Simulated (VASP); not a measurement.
# Te (R-3m) in VASP: a series of runs

The runs below take Te through single point, with PBEsol.

Program: VASP 6.6.1. These are calculated values, not measurements. Logs are shortened: lines on timing, memory, paths and dates and some standing lists are left out, and cuts for length are marked.

### Step 1. The cell of the first run

Symmetry: R-3m, No. 166, trigonal system. Conventional cell: a = 3.405 Å, b = 3.405 Å, c = 6.481 Å, α = 90.00°, β = 90.00°, γ = 120.00°. Te (site symmetry -3m) has 12 Te at 2.92 to 3.40 Å within 3.8 Å.

### Step 2. Single point, PBEsol

The input, INCAR:

```
SYSTEM = Te
ALGO = Normal
EDIFF = 1E-7
ENCUT = 520
GGA = PS
ISIF = 2
ISMEAR = -1
LASPH = .TRUE.
LCHARG = .TRUE.
LELF = .TRUE.
LREAL = .FALSE.
LVHAR = .TRUE.
LWAVE = .FALSE.
NBANDS = 16
NELM = 60
PREC = Accurate
SIGMA = 0.05
```

The input, KPOINTS:

```
k-points
0
G
  7 7 5
  0 0 0
```

The input, POSCAR:

```
Te
1.0
    3.4045676585      0.0000000000      0.0000000000
   -1.7022838292      2.9484420812      0.0000000000
    0.0000000000      0.0000000000      6.4805713070
Te
3
Direct
    0.6666681163      0.6666681163      0.0000000000
    0.0000000000      0.3333318837      0.6666666667
    0.3333318837      0.0000000000      0.3333333333
```

Potentials or basis: VASP PAW PBE potentials, release 64 (Te).

On the command line:

```console
$ cat potpaw_PBE.64/Te/POTCAR > POTCAR
$ mpirun -np 1 vasp_std > vasp.out
```

OUTCAR:

```text
SYSTEM = Te
   EDIFF = 1E-7
   ENCUT = 520
   GGA = PS
   ISIF = 2
   ISMEAR = -1
   LASPH = .TRUE.
   LREAL = .FALSE.
   NELM = 60
   PREC = Accurate

 ion  position               nearest neighbor table
   1  0.667  0.667  0.000-   3 2.92   2 2.92   2 2.92   3 2.92   2 2.92   3 2.92
   2  0.000  0.333  0.667-   1 2.92   3 2.92   1 2.92   1 2.92   3 2.92   3 2.92
   3  0.333  0.000  0.333-   1 2.92   2 2.92   1 2.92   1 2.92   2 2.92   2 2.92

  LATTYP: Found a hexagonal cell.
 ALAT       =     3.4045676585
 C/A-ratio  =     1.9034931765

  Lattice vectors:

 A1 = (   3.4045676585,   0.0000000000,   0.0000000000)
 A2 = (  -1.7022838292,   2.9484420812,   0.0000000000)
 A3 = (   0.0000000000,   0.0000000000,   6.4805713070)

Analysis of symmetry for initial positions (statically):
=====================================================================
 Subroutine PRICEL returns following result:

  LATTYP: Found a trigonal (rhomboedric) cell.
 ALAT       =     2.9206391710
 COS(alpha) =     0.3205782981

  Lattice vectors:

 A1 = (   1.7022838292,  -0.9828225754,  -2.1601904355)
 A2 = (  -1.7022838293,  -0.9827969304,  -2.1601904361)
 A3 = (   0.0000000000,   1.9656195058,  -2.1601904355)

   3 primitive cells build up your supercell.

 Routine SETGRP: Setting up the symmetry group for a
 hexagonal supercell.

 Subroutine GETGRP returns: Found 12 space group operations
 (whereof  2 operations were pure point group operations)
 out of a pool of 24 trial point group operations.

The static configuration has the point symmetry C_2 .
 The point group associated with its full space group is D_3d.

Analysis of symmetry for dynamics (positions and initial velocities):
=====================================================================
 Subroutine PRICEL returns following result:

  LATTYP: Found a trigonal (rhomboedric) cell.
 ALAT       =     2.9206391710
 COS(alpha) =     0.3205782981

  Lattice vectors:

 A1 = (   1.7022838292,  -0.9828225754,  -2.1601904355)
 A2 = (  -1.7022838293,  -0.9827969304,  -2.1601904361)
 A3 = (   0.0000000000,   1.9656195058,  -2.1601904355)

   3 primitive cells build up your supercell.

 Routine SETGRP: Setting up the symmetry group for a
 hexagonal supercell.

 Subroutine GETGRP returns: Found 12 space group operations
 (whereof  2 operations were pure point group operations)
 out of a pool of 24 trial point group operations.

The dynamic configuration has the point symmetry C_2 .
 The point group associated with its full space group is D_3d.

 Subroutine INISYM returns: Found 12 space group operations
 (whereof  2 operations are pure point group operations),
 and found     3 'primitive' translations

----------------------------------------------------------------------------------------

                                     Primitive cell

  volume of cell :      21.6843

  direct lattice vectors                    reciprocal lattice vectors
     1.702283829 -0.982822575 -2.160190435     0.293721774 -0.169581820 -0.154307383
    -1.702283829 -0.982796930 -2.160190436    -0.293724328 -0.169581820 -0.154307383
     0.000000000  1.965619506 -2.160190435     0.000002555  0.339163640 -0.154307383

  length of vectors
     2.920639171  2.920630542  2.920630541     0.372614066  0.372616080  0.372616080

  position of ions in fractional coordinates (direct lattice)
     0.999997101  0.333328984  0.666673915

  ion indices of the primitive-cell ions
   primitive index   ion index
                 1           1

----------------------------------------------------------------------------------------

 KPOINTS: k-points

Automatic generation of k-mesh.
 Grid dimensions read from file:
 generate k-points for:    7    7    5

 Generating k-lattice:

  Cartesian coordinates                     Fractional coordinates (reciprocal lattice)
     0.041960436  0.024225869  0.000000000     0.142857143  0.000000000  0.000000000
     0.000000000  0.048451738  0.000000000     0.000000000  0.142857143  0.000000000
     0.000000000  0.000000000  0.030861477     0.000000000  0.000000000  0.200000000

  Length of vectors
     0.048451738  0.048451738  0.030861477

  Shift w.r.t. Gamma in fractional coordinates (k-lattice)
     0.000000000  0.000000000  0.000000000

 Subroutine IBZKPT returns following result:
 ===========================================

 Found     32 irreducible k-points:

 Following reciprocal coordinates:
            Coordinates               Weight
  0.000000  0.000000  0.000000      1.000000
  0.142857 -0.000000  0.000000      6.000000
  0.285714  0.000000  0.000000      6.000000
  0.428571  0.000000  0.000000      6.000000
  0.142857  0.142857  0.000000      6.000000
  0.285714  0.142857  0.000000     12.000000
[... 16 lines left out ...]
  0.000000  0.142857  0.400000      6.000000
  0.285714  0.000000  0.400000      6.000000
 [... further k-points ...]
   k-points           NKPTS =     32   k-points in BZ     NKDIM =     32   number of bands    NBANDS=     16
   number of dos      NEDOS =    301   number of ions     NIONS =      3
   total plane-waves  NPLWV =  37632
   dimension x,y,z NGX =    28 NGY =   28 NGZ =   48
   dimension x,y,z NGXF=    56 NGYF=   56 NGZF=   96
   ions per type =               3
   NGX,Y,Z   is equivalent  to a cutoff of  13.67, 13.67, 12.31 a.u.
   NGXF,Y,Z  is equivalent  to a cutoff of  27.34, 27.34, 24.63 a.u.
 SYSTEM =  Te
   PREC   = accura    normal or accurate (medium, high low for compatibility)
   ISTART =      0    job   : 0-new  1-cont  2-samecut
   ICHARG =      2    charge: 1-file 2-atom 10-const
   ISPIN  =      1    spin polarized calculation?
   LNONCOLLINEAR =      F non collinear calculations
   LSORBIT =      F    spin-orbit coupling
   LASPH  =      T    aspherical Exc in radial PAW
   ENCUT  =  520.0 eV  38.22 Ry    6.18 a.u.   6.33  6.33 12.05*2*pi/ulx,y,z
   NELM   =     60;   NELMIN=  2; NELMDL= -5     # of ELM steps
   EDIFF  = 0.1E-06   stopping-criterion for ELM
   LREAL  =      F    real-space projection
   EDIFFG = 0.1E-05   stopping-criterion for IOM
   NSW    =      0    number of steps for IOM
   IBRION =     -1    ionic relax: 0-MD 1-quasi-New 2-CG
   NFREE  =      0    steps in history (QN), initial steepest desc. (CG)
   ISIF   =      2    stress and relaxation
   ISYM   =      2    0-nonsym 1-usesym 2-fastsym
   POTIM  = 0.5000    time-step for ionic-motion
   TEBEG  =    0.0;   TEEND  =   0.0 temperature during run
   PSTRESS=    0.0 pullay stress
   NELECT =      18.0000    total number of electrons
   NUPDOWN=      -1.0000    fix difference up-down
   EMIN   =  10.00;   EMAX   =-10.00  energy-range for DOS
[... 5 lines left out ...]
     AMIX     =   0.40;   BMIX     =  1.00
     AMIX_MAG =   1.60;   BMIX_MAG =  1.00
  volume/ion in A,a.u.               =      21.68       146.33
  Fermi-wavevector in a.u.,A,eV,Ry     =   1.066784  2.015929 15.483804  1.138027
  Thomas-Fermi vector in A             =   2.202379
   LORBIT       =      0    0 simple, 1 ext, 2 COOP (PROOUT), +10 PAW based schemes
   GGA     = PS    functional components
   LHFCALC =     F    Hartree Fock is set to
   AEXX    =    0.0000 exact exchange contribution
   IVDW    =     0    specifies the selected vdW correction
   LEPSILON=     F    determine dielectric tensor
   LRPA    =     F    only Hartree local field effects (RPA)
 non-spin polarized calculation
  energy-cutoff  :      520.00
  volume of cell :       65.05
 maximum number of plane-waves:      1777
 NGX is ok and might be reduce to    28
   NGX = 13   NGY = 13   NGZ = 25

 number of electron      18.0000001 magnetization

 Free energy of the ion-electron system (eV)
  ---------------------------------------------------
  ext. energy  EPLUGINS =         0.00000000
  ---------------------------------------------------
  free energy    TOTEN  =        -8.70004978 eV

  energy without entropy =       -8.69447797  energy(sigma->0) =       -8.69726388

 E-fermi :  12.2398     XC(G=0): -11.3739

 val. band max:       12.2185322638   @ k =   0.1429  -0.0000   0.0000
 cond. band min:      12.2496967898   @ k =   0.0000   0.1429   0.4000
 fundamental gap:      0.0311645260
 Fermi energy:        12.2397993724

 k-point     1 :       0.0000    0.0000    0.0000
  band No.  band energies     occupation
      1      -4.6405      2.00000
      2      -0.9663      2.00000
      3      -0.9663      2.00000
      4       9.8268      2.00000
      5       9.8268      2.00000
      6      12.1047      1.87438
[... 8 lines left out ...]
     15      19.8306      0.00000
     16      19.8314      0.00000

 k-point     2 :       0.1429   -0.0000    0.0000
  band No.  band energies     occupation
      1      -4.2987      2.00000
      2      -0.6698      2.00000
      3      -0.6500      2.00000
      4       8.5586      2.00000
      5       9.2246      2.00000
      6      10.6089      2.00000
[... 8 lines left out ...]
     15      18.8939      0.00000
     16      19.7037      0.00000

 k-point     3 :       0.2857    0.0000    0.0000
  band No.  band energies     occupation
      1      -3.2910      2.00000
      2       0.0234      2.00000
      3       0.2770      2.00000
      4       5.6177      2.00000
      5       7.1938      2.00000
      6       9.2212      2.00000
[... 8 lines left out ...]
     15      20.7098      0.00000
     16      21.2676      0.00000

 k-point     4 :       0.4286    0.0000    0.0000
  band No.  band energies     occupation
      1      -1.7141      2.00000
      2      -0.0827      2.00000
      3       1.5775      2.00000
      4       4.4880      2.00000
      5       5.0277      2.00000
      6       6.2116      2.00000
[... 8 lines left out ...]
     15      18.6809      0.00000
     16      19.0835      0.00000

 k-point     5 :       0.1429    0.1429    0.0000
  band No.  band energies     occupation
      1      -3.6231      2.00000
      2      -0.0927      2.00000
      3      -0.0927      2.00000
      4       7.0350      2.00000
      5       7.0350      2.00000
      6      10.1137      2.00000
[... 8 lines left out ...]
     15      20.0211      0.00000
     16      20.0211      0.00000

 k-point     6 :       0.2857    0.1429    0.0000
  band No.  band energies     occupation
      1      -2.3186      2.00000
      2       0.4397      2.00000
      3       0.9476      2.00000
      4       4.8372      2.00000
      5       5.6723      2.00000
      6       7.8558      2.00000
[... 8 lines left out ...]
     15      19.7598      0.00000
     16      20.6828      0.00000

 k-point     7 :       0.4286    0.1429    0.0000
  band No.  band energies     occupation
      1      -0.6025      2.00000
      2      -0.6025      2.00000
      3       1.7031      2.00000
      4       4.8632      2.00000
      5       5.3575      2.00000
      6       5.3575      2.00000
[... 8 lines left out ...]
     15      19.4975      0.00000
     16      19.4975      0.00000

 k-point     8 :       0.2857    0.2857    0.0000
  band No.  band energies     occupation
      1      -0.8185      2.00000
      2       0.7316      2.00000
      3       0.7317      2.00000
      4       5.3083      2.00000
      5       5.3083      2.00000
      6       7.1761      2.00000
[... 8 lines left out ...]
     15      19.7196      0.00000
     16      19.7196      0.00000

 k-point     9 :       0.0000    0.0000    0.2000
  band No.  band energies     occupation
      1      -4.4931      2.00000
      2      -2.2839      2.00000
      3       0.6221      2.00000
      4       7.2836      2.00000
      5      11.7726      1.99982
      6      11.7726      1.99982
[... 8 lines left out ...]
     15      19.0871      0.00000
     16      19.0871      0.00000
[... 172 lines left out ...]
 k-point    19 :       0.4286    0.1429    0.2000
  band No.  band energies     occupation
      1      -0.6841      2.00000
      2      -0.3597      2.00000
      3       1.3543      2.00000
      4       4.2674      2.00000
      5       5.2743      2.00000
      6       6.8454      2.00000
[... 8 lines left out ...]
     15      19.9796      0.00000
     16      20.4271      0.00000

 k-point    20 :       0.2857    0.2857    0.2000
  band No.  band energies     occupation
      1      -0.7153      2.00000
      2       0.3998      2.00000
      3       0.9731      2.00000
      4       4.6569      2.00000
      5       5.8819      2.00000
      6       5.9400      2.00000
[... 8 lines left out ...]
     15      19.8414      0.00000
     16      20.9261      0.00000

 k-point    21 :       0.0000    0.0000    0.4000
  band No.  band energies     occupation
      1      -4.0506      2.00000
      2      -3.3137      2.00000
      3       2.3743      2.00000
      4       5.0293      2.00000
      5      11.6072      1.99999
      6      11.6072      1.99999
[... 8 lines left out ...]
     15      18.7084      0.00000
     16      18.7084      0.00000

 k-point    22 :       0.1429   -0.0000    0.4000
  band No.  band energies     occupation
      1      -3.7138      2.00000
      2      -2.9764      2.00000
      3       2.5339      2.00000
      4       5.3171      2.00000
      5       9.5561      2.00000
      6      10.5290      2.00000
[... 8 lines left out ...]
     15      18.7970      0.00000
     16      19.5984      0.00000

 k-point    23 :       0.0000    0.1429    0.4000
  band No.  band energies     occupation
      1      -3.7099      2.00000
      2      -2.9834      2.00000
      3       2.5739      2.00000
      4       5.2462      2.00000
      5       9.7045      2.00000
      6      10.0511      2.00000
[... 8 lines left out ...]
     15      19.5225      0.00000
     16      19.7948      0.00000

 k-point    24 :       0.2857    0.0000    0.4000
  band No.  band energies     occupation
      1      -2.7436      2.00000
      2      -1.9742      2.00000
      3       2.4561      2.00000
      4       6.1870      2.00000
      5       6.8543      2.00000
      6       7.4154      2.00000
[... 8 lines left out ...]
     15      20.1918      0.00000
     16      20.4941      0.00000

 [... further k-points ...]
[... 5 lines left out ...]
  --------------------------------------------------------------------------------------
  -------------------------------------------------------------------------------------
  Total       12.2459566     12.2459566     12.3802504      0.0000000      0.0000000     -0.0000000
  in kB      301.6028465    301.6028465    304.9103364      0.0000000      0.0000000     -0.0000000
  external PRESSURE =     302.7053431 kB  Pullay stress =       0.0000000 kB

 VOLUME and BASIS-vectors are now :
 -----------------------------------------------------------------------------
  energy-cutoff  :      520.00
  volume of cell :       65.05
      direct lattice vectors                 reciprocal lattice vectors
     3.404567658  0.000000000  0.000000000     0.293723051  0.169581083  0.000000000
    -1.702283829  2.948442081  0.000000000     0.000000000  0.339162165  0.000000000
     0.000000000  0.000000000  6.480571307     0.000000000  0.000000000  0.154307383

 POSITION                                       TOTAL-FORCE (eV/Angst)
 -----------------------------------------------------------------------------------
      1.13486      1.96563      0.00000        -0.000000      0.000000      0.000000
     -0.56743      0.98281      4.32038         0.000000     -0.000000      0.000000
      1.13485      0.00000      2.16019        -0.000000     -0.000000      0.000000
 -----------------------------------------------------------------------------------
    total drift:                                0.007069      0.001920      0.000030

  FREE ENERGIE OF THE ION-ELECTRON SYSTEM (eV)
  ---------------------------------------------------
  free  energy   TOTEN  =        -8.7000497838 eV

  energy  without entropy=       -8.6944779671  energy(sigma->0) =       -8.69726388
```

Wall time 25 s (1 thread of Intel Xeon Platinum 8375C at 2.90GHz (Ice Lake), shared host); peak memory 0.19 GiB.

What came out:

- Free energy: -8.7000 eV
- Pressure: 30.3 GPa
- Band gap on the k mesh: zero (band 9 reaches 14.00 eV, above the bottom of band 10 at 10.13 eV)

Caveat: the PAW data sets were made with another functional, which shifts forces and pressure a little; spin-orbit coupling is left out, which moves the levels of the heavy elements.

### Step 3. Single point, PBEsol

This run uses another cell than the first one, of 23.12 Å³/atom, 1.066 times its volume.

The input, INCAR:

```
PREC = Accurate ; ENCUT = 520
EDIFF = 1E-6 ; ISMEAR = -1
SIGMA = 0.05 ; LREAL = False
LASPH = True ; NELM = 60
ALGO = Normal ; ISIF = 2
LWAVE = False ; LCHARG = False
GGA = PS ; NBANDS = 16
```

The input, KPOINTS:

```
regular mesh
0
Gamma
  7 7 5
```

The input, POSCAR:

```
Te
1.0
    3.4964911149      0.0000000000      0.0000000000
   -1.7482455575      3.0280501296      0.0000000000
    0.0000000000      0.0000000000      6.5513340234
Te
3
Direct
    0.6666610068      0.6666610068      0.0000000000
    0.0000000000      0.3333389932      0.6666666667
    0.3333389932      0.0000000000      0.3333333333
```

Potentials or basis: VASP PAW PBE potentials, release 64 (Te).

On the command line:

```console
$ cat potpaw_PBE.64/Te/POTCAR > POTCAR
$ mpirun -np 1 vasp_std > vasp.out
```

It took 24 s on 1 thread of Intel Xeon Platinum 8375C at 2.90GHz (Ice Lake), shared host; peak memory 0.19 GiB.

Results (log left out):

```yaml
Free_energy: -9.3706 eV
Pressure: 20.2 GPa
Band_gap_on_the_k_mesh: zero (band 9 reaches 12.63 eV, above the bottom of band 10 at 9.08 eV)
```

Stress tensor (GPa, compression positive):
```
20.12  0.00  0.00
 0.00 20.12  0.00
 0.00  0.00 20.22
```

Levels at points of the mesh, in eV from the Fermi level:
```csv
k point,band 5,band 6,band 7,band 8,band 9,band 10,band 11,band 12,band 13,band 14
"(0.00, 0.00, 0.00)",-2.30,-0.28,-0.28,-0.28,-0.28,2.51,2.51,4.31,4.54,4.54
```

Caveat: the PAW data sets were made with another functional, which shifts forces and pressure a little; spin-orbit coupling is left out, which moves the levels of the heavy elements.
